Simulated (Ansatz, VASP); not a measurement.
# One calculation of Be, two programs

The input INCAR:

```
SYSTEM = Be
PREC     = Accurate       ! precision mode
ENCUT    = 520            ! plane-wave cutoff, eV
EDIFF    = 1E-6           ! SCF threshold, eV
ISMEAR   = -1             ! smearing method
SIGMA    = 0.1            ! smearing width, eV
LREAL    = .False.        ! projectors in reciprocal space
LASPH    = .True.         ! aspherical terms in the spheres
NELM     = 60             ! most SCF steps
ALGO     = Normal         ! electronic algorithm
ISIF     = 2              ! what is computed and relaxed
LWAVE    = .False.        ! write WAVECAR
LCHARG   = .True.         ! write CHGCAR
GGA      = RE             ! functional
LELF     = .True.         ! ELF
LVHAR    = .True.       
NBANDS   = 7              ! bands
```

Contents of KPOINTS:

```
Automatic mesh
0
Gamma
  19 19 19
  0 0 0
```

Contents of POSCAR:

```
Be
1.0
    0.0000000000      1.6123615237      1.6123615237
    1.6123615237      0.0000000000      1.6123615237
    1.6123615237      1.6123615237      0.0000000000
Be
1
Direct
    0.0000000000      0.0000000000      0.0000000000
```

Input for Ansatz:

```yaml
crystal:
  lattice:
    - [0.0, 1.6123615237, 1.6123615237]
    - [1.6123615237, 0.0, 1.6123615237]
    - [1.6123615237, 1.6123615237, 0.0]
  atoms:
    - { symbol: Be, position: [0.0, 0.0, 0.0] }
hamiltonian:
  xc: revpbe
  pseudopotentials:
    kind: paw
    azcp:
      Be: "pseudopotentials/Be.paw.azcp"
basis:
  ecutwfc: 420
  fft_grid_basis: typed
kpoints:
  mp_grid: { grid: [19, 19, 19], shift: [0, 0, 0] }
magnetization:
  spin_polarized: false
scf:
  occupations: { method: fermi_dirac, width: 0.1 }
  lower_state_search: "off"
output:
  stress: true
```

Alike in both runs: task single point; functional revPBE; k mesh 19 × 19 × 19; occupations fermi-dirac, width 0.1 eV; no spin polarisation.

|  | VASP | Ansatz |
| --- | --- | --- |
| version | VASP 6.6.1 | Ansatz 0.2.0 |
| potentials or method | VASP PAW PBE potentials, release 64 (Be), cutoff 520 eV | plane waves (420 eV) with PAW, scalar-relativistic |
| valence electrons in the cell | 2 | 2 |

Ansatz gave:

```
pressure (GPa) : -4.3
```

Task: What did VASP give for the same quantities?

Result: Pressure (GPa): -4.2.

VASP's potentials were made for PBE, not for revPBE.
